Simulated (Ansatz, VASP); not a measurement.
# Two plane-wave programs on SnGe2

```
Sn Ge
1.0
     0.00000    2.26284    6.78853
     2.16908    0.00000    6.78853
     2.16908    2.26284    0.00000
Sn Ge
1 2
Direct
  0.00000 0.00000 0.00000
  0.66667 0.66667 0.33333
  0.33333 0.33333 0.66667
```

Alike in both runs: task relaxation of cell and atoms; functional PBE; k mesh 6 × 6 × 6; occupations gaussian, width 0.1 eV; no spin polarisation.

|  | VASP | Ansatz |
| --- | --- | --- |
| version | VASP 6.6.1 | Ansatz 0.2.0 |
| potentials or method | VASP PAW PBE potentials, release 64 (Sn_d, Ge_d), cutoff 600 eV | scalar-relativistic, plane waves, PAW |
| valence electrons in the cell | 42 | 42 |

```csv
,VASP,Ansatz,Ansatz less VASP
"gap on the k mesh at the Fermi level, each at its own relaxed structure (eV)",none,none,-
relaxed volume (Å³/atom),22.26,22.09,-0.168
relaxed length of the cell vector where the two differ most in proportion (Å),6.549,6.439,-0.1103
```

A gap of «none» marks a metal or a gap that the smearing closes.
